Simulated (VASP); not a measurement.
# MoS2 (R3m) in VASP: notebook, part 2 of 2

VASP 6.6.1. Earlier steps stand in the parts before.

## (3) Single point, r2SCAN

The input, POSCAR:

```
MoS2
1.0
    1.5875907347      0.9165959380      6.1939395993
   -1.5875907347      0.9165959380      6.1939395993
    0.0000000000     -1.8331918760      6.1939395993
Mo S
1 2
Direct
   -0.0000146007     -0.0000146007     -0.0000146007
    0.4170015121      0.4170015121      0.4170015121
    0.2496797553      0.2496797553      0.2496797553
```

The input, INCAR.step1:

```
SYSTEM = MoS2
PREC = Accurate
ENCUT = 520
ISMEAR = 1
SIGMA = 0.001
LREAL = .False.
LASPH = .True.
NELM = 100
NBANDS = 20
GGA = PE
ALGO = Normal
EDIFF = 1E-4
LWAVE = .True.
LCHARG = .False.
```

The input, INCAR.step2:

```
SYSTEM = MoS2
PREC = Accurate
ENCUT = 520
EDIFF = 1E-6
ISMEAR = 1
SIGMA = 0.001
LREAL = .False.
LASPH = .True.
NELM = 100
ALGO = Normal
ISIF = 2
LWAVE = .False.
LCHARG = .True.
METAGGA = R2SCAN
LMIXTAU = .True.
LELF = .True.
LVHAR = .True.
NBANDS = 20
ISTART = 1
```

The input, KPOINTS:

```
Automatic mesh
0
Gamma
  6 6 6
  0 0 0
```

Potentials or basis: VASP PAW PBE potentials, release 64 (Mo_sv, S).

The run is started by

```bash
> cat potpaw_PBE.64/Mo_sv/POTCAR potpaw_PBE.64/S/POTCAR > POTCAR
> cp INCAR.step1 INCAR
> mpirun -np 1 vasp_std > vasp.out
> cp INCAR.step2 INCAR
> mpirun -np 1 vasp_std > vasp.out
```

OUTCAR:

```text
SYSTEM = MoS2
   PREC = Accurate
   ENCUT = 520
   EDIFF = 1E-6
   ISMEAR = 1
   LREAL = .False.
   LASPH = .True.
   NELM = 100
   ISIF = 2
   METAGGA = R2SCAN
   ISTART = 1

 ion  position               nearest neighbor table
   1  1.000  1.000  1.000-   3 2.40   3 2.40   3 2.40   2 2.40   2 2.40   2 2.40
   2  0.417  0.417  0.417-   1 2.40   1 2.40   1 2.40
   3  0.250  0.250  0.250-   1 2.40   1 2.40   1 2.40

  LATTYP: Found a trigonal (rhomboedric) cell.
 ALAT       =     6.4595263150
 COS(alpha) =     0.8791891991

  Lattice vectors:

 A1 = (   1.5875907347,   0.9165959380,   6.1939395993)
 A2 = (  -1.5875907347,   0.9165959380,   6.1939395993)
 A3 = (   0.0000000000,  -1.8331918760,   6.1939395993)

Analysis of symmetry for initial positions (statically):
=====================================================================
 Subroutine PRICEL returns:
 Original cell was already a primitive cell.

 Routine SETGRP: Setting up the symmetry group for a
 trigonal (rhombohedral) supercell.

 Subroutine GETGRP returns: Found  6 space group operations
 (whereof  6 operations were pure point group operations)
 out of a pool of 12 trial point group operations.

The static configuration has the point symmetry C_3v.

Analysis of symmetry for dynamics (positions and initial velocities):
=====================================================================
 Subroutine PRICEL returns:
 Original cell was already a primitive cell.

 Routine SETGRP: Setting up the symmetry group for a
 trigonal (rhombohedral) supercell.

 Subroutine GETGRP returns: Found  6 space group operations
 (whereof  6 operations were pure point group operations)
 out of a pool of 12 trial point group operations.

[... 115 lines left out ...]
   EMIN   =  10.00;   EMAX   =-10.00  energy-range for DOS
   EFERMI =   0.00;   METHOD = LEGACY
   ISMEAR =     1;   SIGMA  =   0.00  broadening in eV -4-tet -1-fermi 0-gaus
   EFERMI_NEDOS =   21; number of points for ismear=-14 and -15
   IALGO  =     38    algorithm
   IMIX   =      4    mixing-type and parameters
     AMIX     =   0.40;   BMIX     =  1.00
     AMIX_MAG =   1.60;   BMIX_MAG =  1.00
  volume/ion in A,a.u.               =      18.03       121.65
  Fermi-wavevector in a.u.,A,eV,Ry     =   1.282491  2.423557 22.378639  1.644784
  Thomas-Fermi vector in A             =   2.414800
   LORBIT       =      0    0 simple, 1 ext, 2 COOP (PROOUT), +10 PAW based schemes
   METAGGA = R2SCAN    functional components
   LHFCALC =     F    Hartree Fock is set to
   AEXX    =    0.0000 exact exchange contribution
   IVDW    =     0    specifies the selected vdW correction
   LEPSILON=     F    determine dielectric tensor
   LRPA    =     F    only Hartree local field effects (RPA)
 non-spin polarized calculation
 Methfessel and Paxton  Order N= 1 SIGMA  =   0.00
  energy-cutoff  :      520.00
  volume of cell :       54.08
 maximum number of plane-waves:      1469
   NGX = 23   NGY = 23   NGZ = 23

 number of electron      25.9999998 magnetization

 Free energy of the ion-electron system (eV)
  ---------------------------------------------------
  ext. energy  EPLUGINS =         0.00000000
  ---------------------------------------------------
  free energy    TOTEN  =       -45.02766420 eV

  energy without entropy =      -45.02766420  energy(sigma->0) =      -45.02766420

 E-fermi :   7.5041     XC(G=0): -11.4301

 val. band max:        7.2977230724   @ k =   0.5000   0.5000   0.5000
 cond. band min:       8.3482586193   @ k =  -0.1667   0.5000   0.1667
 fundamental gap:      1.0505355470
 Fermi energy:         7.5041462655

 k-point     1 :       0.0000    0.0000    0.0000
  band No.  band energies     occupation
      1     -56.2236      2.00000
      2     -29.6463      2.00000
      3     -29.4220      2.00000
      4     -29.4220      2.00000
      5      -8.3827      2.00000
      6      -6.6571      2.00000
[... 541 lines left out ...]
     19      15.8948      0.00000
     20      16.3312      0.00000

 [... further k-points ...]

------------------------ aborting loop because EDIFF is reached ----------------------------------------

  FORCE on cell =-STRESS in cart. coord.  units (eV):
  Direction    XX          YY          ZZ          XY          YZ          ZX
  --------------------------------------------------------------------------------------
  -------------------------------------------------------------------------------------
  Total        0.4258280      0.4258280      0.3605737      0.0000000      0.0000000      0.0000000
  in kB       12.6156627     12.6156627     10.6824279      0.0000000      0.0000000      0.0000000
  external PRESSURE =      11.9712511 kB  Pullay stress =       0.0000000 kB

 VOLUME and BASIS-vectors are now :
 -----------------------------------------------------------------------------
  energy-cutoff  :      520.00
  volume of cell :       54.08
      direct lattice vectors                 reciprocal lattice vectors
     1.587590735  0.916595938  6.193939599     0.314942629  0.181832212  0.053816045
    -1.587590735  0.916595938  6.193939599    -0.314942629  0.181832212  0.053816045
     0.000000000 -1.833191876  6.193939599     0.000000000 -0.363664423  0.053816045

 POSITION                                       TOTAL-FORCE (eV/Angst)
 -----------------------------------------------------------------------------------
      0.00000      0.00000     18.58155         0.000000      0.000000     -0.000466
      0.00000      0.00000      7.74865         0.000000     -0.000000     -0.046344
      0.00000      0.00000      4.63950         0.000000      0.000000      0.046810
 -----------------------------------------------------------------------------------
    total drift:                               -0.000000     -0.000000     -0.000107

  FREE ENERGIE OF THE ION-ELECTRON SYSTEM (eV)
  ---------------------------------------------------
  free  energy   TOTEN  =       -45.0276641964 eV

  energy  without entropy=      -45.0276641964  energy(sigma->0) =      -45.02766420
```

OSZICAR.step1:

```text
N       E                     dE             d eps       ncg     rms          rms(c)
DAV:   1     0.182293643107E+03    0.18229E+03   -0.13294E+04  1280   0.122E+03
DAV:   2    -0.161078351692E+02   -0.19840E+03   -0.19295E+03  1612   0.316E+02
DAV:   3    -0.232125102211E+02   -0.71047E+01   -0.70451E+01  1584   0.565E+01
DAV:   4    -0.232886436776E+02   -0.76133E-01   -0.76101E-01  1580   0.627E+00
DAV:   5    -0.232897893300E+02   -0.11457E-02   -0.11456E-02  1592   0.743E-01    0.241E+01
DAV:   6    -0.222027337593E+02    0.10871E+01   -0.10811E+01  1372   0.198E+01    0.894E+00
DAV:   7    -0.219125854684E+02    0.29015E+00   -0.38613E+00  1320   0.113E+01    0.587E+00
DAV:   8    -0.218128928440E+02    0.99693E-01   -0.51695E-01  1428   0.441E+00    0.175E+00
DAV:   9    -0.218141534776E+02   -0.12606E-02   -0.20739E-02  1492   0.906E-01    0.604E-01
DAV:  10    -0.218130606997E+02    0.10928E-02   -0.85547E-03  1408   0.618E-01    0.135E-01
DAV:  11    -0.218130743694E+02   -0.13670E-04   -0.42527E-04  1484   0.143E-01
   1 F= -.21813074E+02 E0= -.21813074E+02  d E =0.000000E+00
```

Wall time 3.9 min (1 thread of Intel Xeon Platinum 8488C (Sapphire Rapids), shared host); peak memory 0.36 GiB.

Results:

* Free energy: -45.0277 eV
* Pressure: 1.2 GPa
* Largest force: 0.047 eV/Å
* Band gap on the k mesh: 1.05 eV (least direct gap 1.80 eV)

Forces on the atoms (eV/Å):
```
Mo   0.000  0.000  0.000
S    0.000  0.000 -0.046
S    0.000  0.000  0.047
```

Caveat: the PAW data sets were made with another functional, which shifts forces and pressure a little. A k mesh can miss the band edges.

## (4) Single point, r2SCAN

POSCAR is that of step 3.

The input, INCAR.step1:

```
SYSTEM = MoS2
PREC = Accurate ; ENCUT = 520
ISMEAR = 0 ; SIGMA = 0.2
LREAL = .FALSE. ; LASPH = .TRUE.
NELM = 60 ; NBANDS = 20
GGA = PE ; ALGO = Normal
EDIFF = 1E-4 ; LWAVE = .TRUE.
LCHARG = .FALSE.
```

The input, INCAR.step2:

```
SYSTEM = MoS2
PREC = Accurate ; ENCUT = 520
EDIFF = 1E-6 ; ISMEAR = 0
SIGMA = 0.2 ; LREAL = .FALSE.
LASPH = .TRUE. ; NELM = 60
ALGO = Normal ; ISIF = 2
LWAVE = .FALSE. ; LCHARG = .FALSE.
METAGGA = R2SCAN ; LMIXTAU = .TRUE.
NBANDS = 20 ; ISTART = 1
```

The input, KPOINTS:

```
regular mesh
0
G
  6 6 6
  0 0 0
```

Potentials or basis: VASP PAW PBE potentials, release 64 (Mo_sv, S).

The run is started by

```bash
> cat potpaw_PBE.64/Mo_sv/POTCAR potpaw_PBE.64/S/POTCAR > POTCAR
> cp INCAR.step1 INCAR
> mpirun -np 1 vasp_std > vasp.out
> cp INCAR.step2 INCAR
> mpirun -np 1 vasp_std > vasp.out
```

OUTCAR:

```text
SYSTEM = MoS2
   PREC = Accurate
   ENCUT = 520
   EDIFF = 1E-6
   ISMEAR = 0
   LREAL = .FALSE.
   LASPH = .TRUE.
   NELM = 60
   ISIF = 2
   METAGGA = R2SCAN
   ISTART = 1

 ion  position               nearest neighbor table
   1  1.000  1.000  1.000-   3 2.40   3 2.40   3 2.40   2 2.40   2 2.40   2 2.40
   2  0.417  0.417  0.417-   1 2.40   1 2.40   1 2.40
   3  0.250  0.250  0.250-   1 2.40   1 2.40   1 2.40

  LATTYP: Found a trigonal (rhomboedric) cell.
 ALAT       =     6.4595263150
 COS(alpha) =     0.8791891991

  Lattice vectors:

 A1 = (   1.5875907347,   0.9165959380,   6.1939395993)
 A2 = (  -1.5875907347,   0.9165959380,   6.1939395993)
 A3 = (   0.0000000000,  -1.8331918760,   6.1939395993)

Analysis of symmetry for initial positions (statically):
=====================================================================
 Subroutine PRICEL returns:
 Original cell was already a primitive cell.

 Routine SETGRP: Setting up the symmetry group for a
 trigonal (rhombohedral) supercell.

 Subroutine GETGRP returns: Found  6 space group operations
 (whereof  6 operations were pure point group operations)
 out of a pool of 12 trial point group operations.

The static configuration has the point symmetry C_3v.

Analysis of symmetry for dynamics (positions and initial velocities):
=====================================================================
 Subroutine PRICEL returns:
 Original cell was already a primitive cell.

 Routine SETGRP: Setting up the symmetry group for a
 trigonal (rhombohedral) supercell.

 Subroutine GETGRP returns: Found  6 space group operations
 (whereof  6 operations were pure point group operations)
 out of a pool of 12 trial point group operations.

The dynamic configuration has the point symmetry C_3v.

 Subroutine INISYM returns: Found  6 space group operations
[... 114 lines left out ...]
   ISMEAR =     0;   SIGMA  =   0.20  broadening in eV -4-tet -1-fermi 0-gaus
   EFERMI_NEDOS =   21; number of points for ismear=-14 and -15
   IALGO  =     38    algorithm
   IMIX   =      4    mixing-type and parameters
     AMIX     =   0.40;   BMIX     =  1.00
     AMIX_MAG =   1.60;   BMIX_MAG =  1.00
  volume/ion in A,a.u.               =      18.03       121.65
  Fermi-wavevector in a.u.,A,eV,Ry     =   1.282491  2.423557 22.378639  1.644784
  Thomas-Fermi vector in A             =   2.414800
   LORBIT       =      0    0 simple, 1 ext, 2 COOP (PROOUT), +10 PAW based schemes
   METAGGA = R2SCAN    functional components
   LHFCALC =     F    Hartree Fock is set to
   AEXX    =    0.0000 exact exchange contribution
   IVDW    =     0    specifies the selected vdW correction
   LEPSILON=     F    determine dielectric tensor
   LRPA    =     F    only Hartree local field effects (RPA)
 non-spin polarized calculation
 Gauss-broadening in eV      SIGMA  =   0.20
  energy-cutoff  :      520.00
  volume of cell :       54.08
 maximum number of plane-waves:      1469
   NGX = 23   NGY = 23   NGZ = 23

 number of electron      25.9999998 magnetization

 Free energy of the ion-electron system (eV)
  ---------------------------------------------------
  ext. energy  EPLUGINS =         0.00000000
  ---------------------------------------------------
  free energy    TOTEN  =       -45.02766444 eV

  energy without entropy =      -45.02766043  energy(sigma->0) =      -45.02766244

 E-fermi :   7.7754     XC(G=0): -11.4301

 val. band max:        7.2977231923   @ k =   0.5000   0.5000   0.5000
 cond. band min:       8.3482593487   @ k =  -0.1667   0.5000   0.1667
 fundamental gap:      1.0505361564
 Fermi energy:         7.7754183903

 k-point     1 :       0.0000    0.0000    0.0000
  band No.  band energies     occupation
      1     -56.2236      2.00000
      2     -29.6463      2.00000
      3     -29.4220      2.00000
      4     -29.4220      2.00000
      5      -8.3827      2.00000
      6      -6.6571      2.00000
[... 541 lines left out ...]
     19      15.8948      0.00000
     20      16.3312      0.00000

 [... further k-points ...]

------------------------ aborting loop because EDIFF is reached ----------------------------------------

  FORCE on cell =-STRESS in cart. coord.  units (eV):
  Direction    XX          YY          ZZ          XY          YZ          ZX
  --------------------------------------------------------------------------------------
  -------------------------------------------------------------------------------------
  Total        0.4258489      0.4258489      0.3605349      0.0000000      0.0000000      0.0000000
  in kB       12.6162822     12.6162822     10.6812770      0.0000000      0.0000000      0.0000000
  external PRESSURE =      11.9712805 kB  Pullay stress =       0.0000000 kB

 VOLUME and BASIS-vectors are now :
 -----------------------------------------------------------------------------
  energy-cutoff  :      520.00
  volume of cell :       54.08
      direct lattice vectors                 reciprocal lattice vectors
     1.587590735  0.916595938  6.193939599     0.314942629  0.181832212  0.053816045
    -1.587590735  0.916595938  6.193939599    -0.314942629  0.181832212  0.053816045
     0.000000000 -1.833191876  6.193939599     0.000000000 -0.363664423  0.053816045

 POSITION                                       TOTAL-FORCE (eV/Angst)
 -----------------------------------------------------------------------------------
      0.00000      0.00000     18.58155         0.000000      0.000000     -0.000466
      0.00000      0.00000      7.74865         0.000000     -0.000000     -0.046352
      0.00000      0.00000      4.63950         0.000000      0.000000      0.046818
 -----------------------------------------------------------------------------------
    total drift:                               -0.000000     -0.000000     -0.000107

  FREE ENERGIE OF THE ION-ELECTRON SYSTEM (eV)
  ---------------------------------------------------
  free  energy   TOTEN  =       -45.0276644363 eV

  energy  without entropy=      -45.0276604344  energy(sigma->0) =      -45.02766244
```

OSZICAR.step1:

```text
N       E                     dE             d eps       ncg     rms          rms(c)
DAV:   1     0.182286187487E+03    0.18229E+03   -0.13294E+04  1280   0.122E+03
DAV:   2    -0.161078355514E+02   -0.19839E+03   -0.19298E+03  1612   0.316E+02
DAV:   3    -0.232125128447E+02   -0.71047E+01   -0.70451E+01  1584   0.565E+01
DAV:   4    -0.232886465130E+02   -0.76134E-01   -0.76101E-01  1580   0.627E+00
DAV:   5    -0.232897921761E+02   -0.11457E-02   -0.11456E-02  1592   0.743E-01    0.241E+01
DAV:   6    -0.222028455213E+02    0.10869E+01   -0.10811E+01  1372   0.198E+01    0.894E+00
DAV:   7    -0.219127880927E+02    0.29006E+00   -0.38645E+00  1320   0.113E+01    0.588E+00
DAV:   8    -0.218128938327E+02    0.99894E-01   -0.51775E-01  1428   0.442E+00    0.175E+00
DAV:   9    -0.218141599620E+02   -0.12661E-02   -0.20787E-02  1492   0.907E-01    0.605E-01
DAV:  10    -0.218130615369E+02    0.10984E-02   -0.85864E-03  1408   0.619E-01    0.135E-01
DAV:  11    -0.218130750187E+02   -0.13482E-04   -0.42612E-04  1484   0.143E-01
   1 F= -.21813075E+02 E0= -.21813069E+02  d E =-.112551E-04
```

It took 3.7 min on 1 thread of Intel Xeon Platinum 8488C (Sapphire Rapids), shared host; peak memory 0.36 GiB.

Results:

| Item | Value |
| --- | --- |
| Free energy | -45.0277 eV |
| Pressure | 1.2 GPa |
| Largest force | 0.047 eV/Å |
| Band gap on the k mesh | 1.05 eV (least direct gap 1.80 eV) |

Forces on the atoms (eV/Å):
```
Mo   0.000  0.000  0.000
S    0.000  0.000 -0.046
S    0.000  0.000  0.047
```

Stress tensor (GPa, compression positive):
```
1.26 0.00 0.00
0.00 1.26 0.00
0.00 0.00 1.07
```

Levels at points of the mesh, in eV from the valence-band top:
| k point | band 9 | band 10 | band 11 | band 12 | band 13 | band 14 | band 15 | band 16 | band 17 | band 18 |
| --- | --- | --- | --- | --- | --- | --- | --- | --- | --- | --- |
| (0.00, 0.00, 0.00) | -3.52 | -2.39 | -2.39 | -1.37 | -1.15 | 2.17 | 2.17 | 2.54 | 2.54 | 6.03 |
| (0.50, 0.00, 0.00) | -5.17 | -4.15 | -2.48 | -1.75 | -1.48 | 1.71 | 2.13 | 3.64 | 3.73 | 5.65 |
| (0.50, 0.50, 0.00) | -4.87 | -4.08 | -3.04 | -1.93 | -1.32 | 1.66 | 2.25 | 3.27 | 4.05 | 6.42 |
| (0.50, 0.50, 0.50) | -3.53 | -3.53 | -2.36 | -2.36 | 0.00 | 2.26 | 2.26 | 2.41 | 2.41 | 6.12 |

Caveat: the PAW data sets were made with another functional, which shifts forces and pressure a little.

## (5) Single point, r2SCAN

POSCAR is that of step 4.

The input, INCAR.step1:

```
ALGO = Normal
EDIFF = 1E-4
ENCUT = 520
GGA = PE
ISMEAR = 0
LASPH = T
LCHARG = F
LREAL = F
LWAVE = T
NBANDS = 20
NELM = 80
PREC = Accurate
SIGMA = 0.5
```

The input, INCAR.step2:

```
ALGO = Normal
EDIFF = 1E-6
ENCUT = 520
ISIF = 2
ISMEAR = 0
ISTART = 1
LASPH = T
LCHARG = F
LMIXTAU = T
LREAL = F
LWAVE = F
METAGGA = R2SCAN
NBANDS = 20
NELM = 80
PREC = Accurate
SIGMA = 0.5
```

The input, KPOINTS:

```
k-points
0
Gamma
  6 6 6
```

The run is started by

```bash
> cat potpaw_PBE.64/Mo_sv/POTCAR potpaw_PBE.64/S/POTCAR > POTCAR
> cp INCAR.step1 INCAR
> mpirun -np 1 vasp_std > vasp.out
> cp INCAR.step2 INCAR
> mpirun -np 1 vasp_std > vasp.out
```

Run time: 4 min. Hardware: 1 thread of Intel Xeon Platinum 8488C (Sapphire Rapids), shared host; peak memory 0.36 GiB.

The run converged. Its results:

| Property | Result |
| --- | --- |
| Free energy | -45.0288 eV |
| Pressure | 1.2 GPa |
| Largest force | 0.052 eV/Å |
| Band gap on the k mesh | 1.05 eV (least direct gap 1.80 eV) |

Forces in eV/Å, atoms in the order of the input:
```
Mo   0.000  0.000 -0.001
S    0.000  0.000 -0.052
S    0.000  0.000  0.052
```

Stress tensor (GPa, compression positive):
```
1.32 0.00 0.00
0.00 1.32 0.00
0.00 0.00 0.97
```

Levels at points of the mesh, in eV from the valence-band top:
```csv
k point,band 10,band 11,band 12,band 13,band 14,band 15,band 16,band 17
"(0.00, 0.00, 0.00)",-2.39,-2.39,-1.37,-1.15,2.17,2.17,2.54,2.54
"(0.50, 0.00, 0.00)",-4.15,-2.48,-1.75,-1.48,1.71,2.13,3.64,3.73
"(0.50, 0.50, 0.00)",-4.08,-3.04,-1.93,-1.32,1.66,2.25,3.27,4.05
"(0.50, 0.50, 0.50)",-3.53,-2.36,-2.36,0.00,2.26,2.26,2.41,2.41
```

Caveat: the PAW data sets were made with another functional, which shifts forces and pressure a little.

## (6) The runs side by side

| smearing | gap on the mesh (eV) | pressure (GPa) | largest force (eV/Å) |
| --- | --- | --- | --- |
| gaussian 0.01 eV | 1.05 | 1.2 | 0.05 |
| methfessel-paxton 0.001 eV | 1.05 | 1.2 | 0.05 |
| gaussian 0.2 eV | 1.05 | 1.2 | 0.05 |
| gaussian 0.5 eV | 1.05 | 1.2 | 0.05 |

Alike in all rows: task single point; level r2SCAN; potentials or basis VASP PAW PBE potentials, release 64 (Mo_sv, S); no spin polarisation; cell as given; k mesh 6 × 6 × 6; cutoff (eV) 520.

Caveats: the PAW data sets were made with another functional, which shifts forces and pressure a little.

Absolute energies hang on the potentials; compare differences alone.
